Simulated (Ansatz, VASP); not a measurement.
**Sn in VASP and in Ansatz**

```
Sn
1.0
     0.00000    3.18964    3.18964
     3.18964    0.00000    3.18964
     3.18964    3.18964    0.00000
Sn
2
Direct
  0.75000 0.75000 0.75000
  0.50000 0.50000 0.50000
```

Change from the starting cell: volume scaled by 0.96.

Alike in both runs: task single point; functional LDA; k mesh 7 × 7 × 7; occupations fermi-dirac, width 0.05 eV; no spin polarisation.

|  | VASP | Ansatz |
| --- | --- | --- |
| version | VASP 6.6.1 | Ansatz 0.2.0 |
| potentials or method | VASP PAW LDA potentials, release 64 (Sn_d), cutoff 520 eV | all-electron LAPW, scalar-relativistic |

```csv
,VASP,Ansatz,Ansatz less VASP
gap on the k mesh at the Fermi level (eV),none,none,-
pressure (GPa),2.2,2.2,+0.01
```

LDA's correlation is that of Perdew and Zunger in VASP and of Perdew and Wang (1992) in Ansatz. A gap of «none» marks a metal or a gap that the smearing closes. Ansatz ran all-electron here, and VASP with PAW potentials.
